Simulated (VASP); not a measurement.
Cr:

```
CELL_PARAMETERS angstrom
1.48273 -4.70351 0.00000
1.48273 4.70351 0.00000
0.00000 0.00000 3.92408
ATOMIC_POSITIONS crystal
Cr 0.09800 0.90200 0.91000
Cr 0.59800 0.40200 0.59000
Cr 0.90200 0.09800 0.09000
Cr 0.40200 0.59800 0.41000
```

| Item | Value |
| --- | --- |
| Program | VASP 6.6.1 |
| Task | relaxation of cell and atoms |
| Functional | PBEsol |
| Potentials or basis | VASP PAW PBE potentials, release 64 (Cr_pv) |
| Cutoff | 600 eV |
| k mesh | 6 × 6 × 4 |
| Occupations | gaussian, width 0.1 eV |
| Spin | no spin polarisation |

At the start: pressure 29.7 GPa; volume 13.68 Å³/atom.

**Question.** How do energy, volume and symmetry change on relaxing?

**Answer.** Over 17 steps the energy falls by 1609.3 meV/atom and the volume is 11.58 Å³/atom (-15.4 %); space group Cmce (No. 64, to 0.1 Å) before, Fmmm (No. 69, to 0.1 Å).

Step by step:
```csv
step,energy change (eV),largest force (eV/Å),pressure (GPa),volume (Å³)
1,0.0000,7.1717,29.67,54.73
2,-0.1988,0.6799,-40.12,77.34
3,-3.0152,1.4941,-23.59,64.25
4,-3.0454,1.8778,-20.81,63.34
5,-5.4596,1.3157,-17.68,52.84
6,-6.0366,0.5772,19.49,43.51
7,-6.1909,0.8279,-2.70,47.23
8,-6.2236,0.7500,2.22,46.18
9,-6.2237,0.6978,4.55,45.73
10,-6.3535,0.6800,6.39,45.44
11,-6.3845,0.3872,4.88,45.55
12,-6.4013,0.1136,-7.07,47.75
13,-6.4238,0.1032,-2.25,46.78
14,-6.4354,0.0530,0.36,46.25
15,-6.4356,0.0406,0.04,46.32
16,-6.4369,0.0096,0.10,46.31
17,-6.4371,0.0197,0.14,46.30
```

Final structure:
```xyz
4
Lattice="1.3695 -4.3434 0.0000 1.3695 4.3434 0.0000 0.0000 0.0000 3.8922" Properties=species:S:1:pos:R:3 pbc="T T T"
Cr    1.3695    3.2019    0.0002
Cr    1.3695   -1.1415    1.9459
Cr    1.3695   -3.2019    3.8920
Cr    1.3695    1.1415    1.9464
```

Caveat: the k points lie up to 0.40 Å⁻¹ apart in the final cell, too coarse for converged energies and pressures of a metal; the volume moved by over 15 % at a fixed basis, so the end points are rough; the PAW data sets were made with another functional, which shifts forces and pressure a little; the run has no spin polarisation, though such a crystal can be magnetic.
